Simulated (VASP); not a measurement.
# NbTe8Mo3 (P-3m1) in VASP: single point with PBE

Aim: the single point of NbTe8Mo3 with PBE.

Program: VASP 6.6.1. These are calculated values, not measurements. Logs are shortened: lines on timing, memory, paths and dates and some standing lists are left out, and cuts for length are marked.

## Step 1: The cell of the first run

It takes space group P-3m1 (No. 164, trigonal). Conventional cell: a = 7.104 Å, b = 7.104 Å, c = 7.710 Å, α = 90.00°, β = 90.00°, γ = 120.00°. Nb (site symmetry -3m) has 6 Te at 2.79 Å and 6 Mo at 3.55 Å within 3.7 Å. Te (site symmetry 3m) has 3 Mo at 2.74 Å and 6 Te at 3.55 Å within 3.6 Å. Te (site symmetry m) has 2 Mo at 2.76 Å and 1 Nb at 2.79 Å and 6 Te at 3.51 to 3.60 Å within 3.6 Å. Within 3.6 Å of Mo (site symmetry 2/m) lie 6 Te at 2.74 to 2.76 Å and 2 Nb at 3.55 Å and 4 Mo at 3.55 Å.

## Step 2: Single point, PBE, collinear spin

INCAR

```
SYSTEM = NbTe8Mo3
ALGO = Normal
EDIFF = 1E-6
ENCUT = 500
GGA = PE
GGA_COMPAT = .False.
ISIF = 2
ISMEAR = 0
ISPIN = 2
LASPH = .True.
LCHARG = .False.
LMAXMIX = 4
LORBIT = 11
LREAL = .False.
LWAVE = .False.
MAGMOM = 1 0 0 0 0 0 0 0 0 1 1 1
NBANDS = 68
NELM = 200
PREC = Accurate
SIGMA = 0.1
```

KPOINTS

```
k-points
0
Gamma
  3 3 2
  0 0 0
```

POSCAR

```
NbTe8Mo3
1.0
    7.1038208129      0.0000000000      0.0000000000
   -3.5519104064      6.1520892879      0.0000000000
    0.0000000000      0.0000000000      7.7099860140
Nb Te Mo
1 8 3
Direct
    0.0000000000      0.0000000000      0.0000000000
    0.3333333333      0.6666666667      0.7635488701
    0.3374779848      0.1687389924      0.7584732503
    0.8312610076      0.6625220152      0.7584732503
    0.8312610076      0.1687389924      0.7584732503
    0.1687389924      0.8312610076      0.2415267497
    0.1687389924      0.3374779848      0.2415267497
    0.6625220152      0.8312610076      0.2415267497
    0.6666666667      0.3333333333      0.2364511299
    0.0000000000      0.5000000000      0.0000000000
    0.5000000000      0.5000000000      0.0000000000
    0.5000000000      0.0000000000      0.0000000000
```

Potentials or basis: VASP PAW PBE potentials, release 64 (Nb_sv, Te, Mo_sv).

Run with:

```
cat potpaw_PBE.64/Nb_sv/POTCAR potpaw_PBE.64/Te/POTCAR potpaw_PBE.64/Mo_sv/POTCAR > POTCAR
mpirun -np 1 vasp_std > vasp.out
```

OUTCAR:

```text
SYSTEM = NbTe8Mo3
   EDIFF = 1E-6
   ENCUT = 500
   GGA = PE
   ISIF = 2
   ISMEAR = 0
   ISPIN = 2
   LASPH = .True.
   LORBIT = 11
   LREAL = .False.
   NELM = 200
   PREC = Accurate

 ion  position               nearest neighbor table
   1  0.000  0.000  0.000-   5 2.79   6 2.79   4 2.79   7 2.79   3 2.79   8 2.79
   2  0.333  0.667  0.764-  12 2.74  10 2.74  11 2.74   3 3.55   4 3.55   5 3.55   5 3.55   3 3.55
                             4 3.55
   3  0.337  0.169  0.758-  12 2.76  11 2.76   1 2.79   5 3.51   4 3.51   2 3.55   2 3.55   5 3.60
                             4 3.60
   4  0.831  0.663  0.758-  10 2.76  11 2.76   1 2.79   5 3.51   3 3.51   2 3.55   2 3.55   5 3.60
                             3 3.60
   5  0.831  0.169  0.758-  10 2.76  12 2.76   1 2.79   4 3.51   3 3.51   2 3.55   2 3.55   4 3.60
                             3 3.60
   6  0.169  0.831  0.242-  10 2.76  12 2.76   1 2.79   7 3.51   8 3.51   9 3.55   9 3.55   7 3.60
                             8 3.60
   7  0.169  0.337  0.242-  10 2.76  11 2.76   1 2.79   6 3.51   8 3.51   9 3.55   9 3.55   6 3.60
                             8 3.60
   8  0.663  0.831  0.242-  12 2.76  11 2.76   1 2.79   6 3.51   7 3.51   9 3.55   9 3.55   6 3.60
                             7 3.60
   9  0.667  0.333  0.236-  12 2.74  10 2.74  11 2.74   8 3.55   7 3.55   6 3.55   6 3.55   8 3.55
                             7 3.55
  10  0.000  0.500  0.000-   2 2.74   9 2.74   7 2.76   4 2.76   5 2.76   6 2.76
  11  0.500  0.500  0.000-   2 2.74   9 2.74   8 2.76   3 2.76   4 2.76   7 2.76
  12  0.500  0.000  0.000-   2 2.74   9 2.74   8 2.76   3 2.76   5 2.76   6 2.76

  LATTYP: Found a hexagonal cell.
 ALAT       =     7.1038208129
 C/A-ratio  =     1.0853294610

  Lattice vectors:

 A1 = (   7.1038208129,   0.0000000000,   0.0000000000)
 A2 = (  -3.5519104064,   6.1520892879,   0.0000000000)
 A3 = (   0.0000000000,   0.0000000000,   7.7099860140)

Analysis of symmetry for initial positions (statically):
=====================================================================
 Subroutine PRICEL returns:
 Original cell was already a primitive cell.

 Routine SETGRP: Setting up the symmetry group for a
 hexagonal supercell.

 Subroutine GETGRP returns: Found 12 space group operations
 (whereof 12 operations were pure point group operations)
 out of a pool of 24 trial point group operations.

The static configuration has the point symmetry D_3d.

Analysis of symmetry for dynamics (positions and initial velocities):
=====================================================================
 Subroutine PRICEL returns:
 Original cell was already a primitive cell.

 Routine SETGRP: Setting up the symmetry group for a
 hexagonal supercell.

 Subroutine GETGRP returns: Found 12 space group operations
 (whereof 12 operations were pure point group operations)
 out of a pool of 24 trial point group operations.

The dynamic configuration has the point symmetry D_3d.

Analysis of structural, dynamic, and magnetic symmetry:
=====================================================================
 Subroutine PRICEL returns:
 Original cell was already a primitive cell.

 Routine SETGRP: Setting up the symmetry group for a
 hexagonal supercell.

 Subroutine GETGRP returns: Found 12 space group operations
 (whereof 12 operations were pure point group operations)
 out of a pool of 24 trial point group operations.

The overall configuration has the point symmetry D_3d.

 Subroutine INISYM returns: Found 12 space group operations
 (whereof 12 operations are pure point group operations),
 and found     1 'primitive' translations

----------------------------------------------------------------------------------------

                                     Primitive cell

  volume of cell :     336.9521

  direct lattice vectors                    reciprocal lattice vectors
     7.103820813  0.000000000  0.000000000     0.140769316  0.081273203  0.000000000
    -3.551910406  6.152089288  0.000000000     0.000000000  0.162546405  0.000000000
     0.000000000  0.000000000  7.709986014     0.000000000  0.000000000  0.129701921

  length of vectors
     7.103820813  7.103820813  7.709986014     0.162546405  0.162546405  0.129701921

  position of ions in fractional coordinates (direct lattice)
     0.000000000  0.000000000  0.000000000
     0.333333333  0.666666667  0.763548870
     0.337477985  0.168738992  0.758473250
     0.831261008  0.662522015  0.758473250
     0.831261008  0.168738992  0.758473250
     0.168738992  0.831261008  0.241526750
     0.168738992  0.337477985  0.241526750
     0.662522015  0.831261008  0.241526750
     0.666666667  0.333333333  0.236451130
     0.000000000  0.500000000  0.000000000
     0.500000000  0.500000000  0.000000000
     0.500000000  0.000000000  0.000000000

  ion indices of the primitive-cell ions
   primitive index   ion index
                 1           1
[... 31 lines left out ...]
     0.000000000  0.000000000  0.000000000

 Subroutine IBZKPT returns following result:
 ===========================================

 Found      6 irreducible k-points:

 Following reciprocal coordinates:
            Coordinates               Weight
  0.000000  0.000000  0.000000      1.000000
  0.333333 -0.000000  0.000000      6.000000
  0.333333  0.333333  0.000000      2.000000
  0.000000  0.000000  0.500000      1.000000
  0.333333 -0.000000  0.500000      6.000000
  0.333333  0.333333  0.500000      2.000000
   k-points           NKPTS =      6   k-points in BZ     NKDIM =      6   number of bands    NBANDS=     68
   number of dos      NEDOS =    301   number of ions     NIONS =     12
   total plane-waves  NPLWV = 163296
   dimension x,y,z NGX =    54 NGY =   54 NGZ =   56
   dimension x,y,z NGXF=   108 NGYF=  108 NGZF=  112
   ions per type =               1   8   3
   NGX,Y,Z   is equivalent  to a cutoff of  12.64, 12.64, 12.07 a.u.
   NGXF,Y,Z  is equivalent  to a cutoff of  25.27, 25.27, 24.15 a.u.
 SYSTEM =  NbTe8Mo3
   PREC   = accura    normal or accurate (medium, high low for compatibility)
   ISTART =      0    job   : 0-new  1-cont  2-samecut
   ICHARG =      2    charge: 1-file 2-atom 10-const
   ISPIN  =      2    spin polarized calculation?
   LNONCOLLINEAR =      F non collinear calculations
   LSORBIT =      F    spin-orbit coupling
   LASPH  =      T    aspherical Exc in radial PAW
   ENCUT  =  500.0 eV  36.75 Ry    6.06 a.u.  12.95 12.95 14.06*2*pi/ulx,y,z
   NELM   =    200;   NELMIN=  2; NELMDL= -5     # of ELM steps
   EDIFF  = 0.1E-05   stopping-criterion for ELM
   LREAL  =      F    real-space projection
[... 7 lines left out ...]
   TEBEG  =    0.0;   TEEND  =   0.0 temperature during run
   PSTRESS=    0.0 pullay stress
   NELECT =     103.0000    total number of electrons
   NUPDOWN=      -1.0000    fix difference up-down
   EMIN   =  10.00;   EMAX   =-10.00  energy-range for DOS
   EFERMI =   0.00;   METHOD = LEGACY
   ISMEAR =     0;   SIGMA  =   0.10  broadening in eV -4-tet -1-fermi 0-gaus
   EFERMI_NEDOS =   21; number of points for ismear=-14 and -15
   IALGO  =     38    algorithm
   IMIX   =      4    mixing-type and parameters
     AMIX     =   0.40;   BMIX     =  1.00
     AMIX_MAG =   1.60;   BMIX_MAG =  1.00
  volume/ion in A,a.u.               =      28.08       189.49
  Fermi-wavevector in a.u.,A,eV,Ry     =   1.102803  2.083995 16.547050  1.216174
  Thomas-Fermi vector in A             =   2.239251
   LORBIT       =     11    0 simple, 1 ext, 2 COOP (PROOUT), +10 PAW based schemes
   GGA     = PE    functional components
   LHFCALC =     F    Hartree Fock is set to
   AEXX    =    0.0000 exact exchange contribution
   IVDW    =     0    specifies the selected vdW correction
   LEPSILON=     F    determine dielectric tensor
   LRPA    =     F    only Hartree local field effects (RPA)
 spin polarized calculation
 Gauss-broadening in eV      SIGMA  =   0.10
  energy-cutoff  :      500.00
  volume of cell :      336.95
 maximum number of plane-waves:      8560
 NGX is ok and might be reduce to    54
   NGX = 25   NGY = 25   NGZ = 29

 number of electron     102.9999988 magnetization       0.0011969

 number of electron     102.9999988 magnetization      -0.0000381

 Free energy of the ion-electron system (eV)
  ---------------------------------------------------
  ext. energy  EPLUGINS =         0.00000000
  ---------------------------------------------------
  free energy    TOTEN  =       -70.47270231 eV

  energy without entropy =      -70.43439057  energy(sigma->0) =      -70.45354644

 E-fermi :   7.0486     XC(G=0):  -9.7483

 val. band max:        7.0395455462   @ k =   0.3333  -0.0000   0.0000
 cond. band min:       7.3931033631   @ k =   0.3333   0.3333   0.5000
 fundamental gap:      0.3535578169
 Fermi energy:         7.0486220030

 spin component 1

 k-point     1 :       0.0000    0.0000    0.0000
  band No.  band energies     occupation
      1     -54.0508      1.00000
      2     -54.0445      1.00000
      3     -54.0445      1.00000
      4     -48.2170      1.00000
      5     -28.2850      1.00000
      6     -28.2054      1.00000
[... 385 lines left out ...]
     62       9.0783      0.00000
     63       9.0783      0.00000
 Fermi energy:         7.0486220030

 spin component 2

 k-point     1 :       0.0000    0.0000    0.0000
  band No.  band energies     occupation
      1     -54.0509      1.00000
      2     -54.0446      1.00000
      3     -54.0446      1.00000
      4     -48.2171      1.00000
      5     -28.2850      1.00000
      6     -28.2054      1.00000
[... 385 lines left out ...]
     62       9.0783      0.00000
     63       9.0783      0.00000
 [bands above 63 left out]

------------------------ aborting loop because EDIFF is reached ----------------------------------------

  FORCE on cell =-STRESS in cart. coord.  units (eV):
  Direction    XX          YY          ZZ          XY          YZ          ZX
  --------------------------------------------------------------------------------------
  -------------------------------------------------------------------------------------
  Total        0.0505683      0.0505683      0.5348881      0.0000000      0.0000000     -0.0000000
  in kB        0.2404476      0.2404476      2.5433454      0.0000000      0.0000000     -0.0000000
  external PRESSURE =       1.0080802 kB  Pullay stress =       0.0000000 kB

 VOLUME and BASIS-vectors are now :
 -----------------------------------------------------------------------------
  energy-cutoff  :      500.00
  volume of cell :      336.95
      direct lattice vectors                 reciprocal lattice vectors
     7.103820813  0.000000000  0.000000000     0.140769316  0.081273203  0.000000000
    -3.551910406  6.152089288  0.000000000     0.000000000  0.162546405  0.000000000
     0.000000000  0.000000000  7.709986014     0.000000000  0.000000000  0.129701921

 POSITION                                       TOTAL-FORCE (eV/Angst)
 -----------------------------------------------------------------------------------
      0.00000      0.00000      0.00000         0.000000      0.000000      0.000000
     -0.00000      4.10139      5.88695         0.000000      0.000000     -0.030423
      1.79804      1.03810      5.84782        -0.008847     -0.005108     -0.021826
      3.55191      4.07589      5.84782         0.000000      0.010216     -0.021826
      5.30578      1.03810      5.84782         0.008847     -0.005108     -0.021826
     -1.75387      5.11399      1.86217        -0.008847      0.005108      0.021826
      0.00000      2.07619      1.86217        -0.000000     -0.010216      0.021826
      1.75387      5.11399      1.86217         0.008847      0.005108      0.021826
      3.55191      2.05070      1.82303         0.000000     -0.000000      0.030423
     -1.77596      3.07604      0.00000         0.000000      0.000000      0.000000
      1.77596      3.07604      0.00000         0.000000      0.000000      0.000000
      3.55191      0.00000      0.00000         0.000000      0.000000      0.000000
 -----------------------------------------------------------------------------------
    total drift:                                0.000000     -0.000000      0.000000

  FREE ENERGIE OF THE ION-ELECTRON SYSTEM (eV)
  ---------------------------------------------------
  free  energy   TOTEN  =       -70.4727023102 eV

  energy  without entropy=      -70.4343905689  energy(sigma->0) =      -70.45354644

 total charge

# of ion       s       p       d       tot
------------------------------------------
    1        2.148   6.001   2.450  10.599
    2        1.388   1.953   0.060   3.401
    3        1.387   1.957   0.058   3.401
    4        1.387   1.957   0.058   3.401
    5        1.387   1.957   0.058   3.401
    6        1.387   1.957   0.058   3.401
    7        1.387   1.957   0.058   3.401
    8        1.387   1.957   0.058   3.401
    9        1.388   1.953   0.060   3.401
   10        2.247   6.138   3.929  12.314
   11        2.247   6.138   3.929  12.314
   12        2.247   6.138   3.929  12.314
--------------------------------------------------
tot         19.988  40.060  14.702  74.750

 magnetization (x)

# of ion       s       p       d       tot
------------------------------------------
    1       -0.000  -0.000  -0.000  -0.000
    2       -0.000  -0.000   0.000  -0.000
    3       -0.000   0.000   0.000   0.000
    4       -0.000   0.000   0.000   0.000
    5       -0.000   0.000   0.000   0.000
    6       -0.000   0.000   0.000   0.000
    7       -0.000   0.000   0.000   0.000
    8       -0.000   0.000   0.000   0.000
    9       -0.000  -0.000   0.000  -0.000
   10        0.000   0.000  -0.000  -0.000
   11        0.000   0.000  -0.000  -0.000
   12        0.000   0.000  -0.000  -0.000
--------------------------------------------------
tot         -0.000   0.000  -0.000  -0.000
```

Run time: 10 min. Hardware: 1 thread of Oxide Virtual Turin-like, shared host; peak memory 0.6 GiB.

Results:

| Property | Result |
| --- | --- |
| Free energy | -70.4727 eV |
| Pressure | 0.1 GPa |
| Largest force | 0.030 eV/Å |
| Net moment | 0.00 μB per cell |
| Valence electrons inside the program's atomic spheres | Nb 10.60; Te 3.40; Mo 12.31 |

Forces on the atoms (eV/Å):
```
Nb   0.000  0.000  0.000
Te   0.000  0.000 -0.030
Te  -0.009 -0.005 -0.022
Te   0.000  0.010 -0.022
Te   0.009 -0.005 -0.022
Te  -0.009  0.005  0.022
Te   0.000 -0.010  0.022
Te   0.009  0.005  0.022
Te   0.000  0.000  0.030
Mo   0.000  0.000  0.000
Mo   0.000  0.000  0.000
Mo   0.000  0.000  0.000
```

Levels at points of the mesh, in eV from the Fermi level:
Spin up:
| k point | band 50 | band 51 | band 52 | band 53 | band 54 | band 55 |
| --- | --- | --- | --- | --- | --- | --- |
| (0.00, 0.00, 0.00) | -0.52 | -0.35 | -0.35 | 0.83 | 1.05 | 1.05 |
| (0.00, 0.00, 0.50) | -0.41 | -0.35 | -0.35 | 0.83 | 1.06 | 1.06 |
Spin down:
```
           k point  band 50  band 51  band 52  band 53  band 54  band 55
(0.00, 0.00, 0.00)    -0.52    -0.35    -0.35     0.83     1.05     1.05
(0.00, 0.00, 0.50)    -0.41    -0.35    -0.35     0.83     1.06     1.06
```

Caveat: the k points lie up to 0.41 Å⁻¹ apart; spin-orbit coupling is left out, which moves the levels of the heavy elements; this functional lacks dispersion, which binds layers or chains, so the pressure and a relaxed spacing across them are unreliable.
